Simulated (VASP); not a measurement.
Here is a VASP 6.6.1 calculation.

The input INCAR:

```
PREC = Accurate
ENCUT = 520
EDIFF = 1E-7
ISMEAR = 0
SIGMA = 0.05
LREAL = False
LASPH = True
NELM = 60
ALGO = Normal
ISIF = 2
LWAVE = False
LCHARG = False
GGA = PE
NBANDS = 16
```

Contents of KPOINTS:

```
Automatic mesh
0
Gamma
  9 9 6
```

The input POSCAR:

```
MgO
1.0
    3.1197997655      0.0000000000      0.0000000000
   -1.5598998828      2.7018258517      0.0000000000
    0.0000000000      0.0000000000      5.7834848054
Mg O
2 2
Direct
    0.3333333333      0.6666666667      0.0258441501
    0.6666666667      0.3333333333      0.5258441501
    0.3333333333      0.6666666667      0.3982811987
    0.6666666667      0.3333333333      0.8982811987
```

Potentials or basis: VASP PAW PBE potentials, release 64 (Mg, O).

The run is started by

```console
$ cat potpaw_PBE.64/Mg/POTCAR potpaw_PBE.64/O/POTCAR > POTCAR
$ mpirun -np 1 vasp_std > vasp.out
```

Q: What does it give for the band gap on the k mesh?

A: 3.17 eV, direct.

Q: Estimate the largest force.

A: 0.453 eV/Å.

Q: Estimate the pressure.

A: 2.1 GPa.

Stress tensor (GPa, compression positive):
```
 11.73   0.00   0.00
  0.00  11.73   0.00
  0.00   0.00 -17.06
```

 A k mesh can miss the band edges.
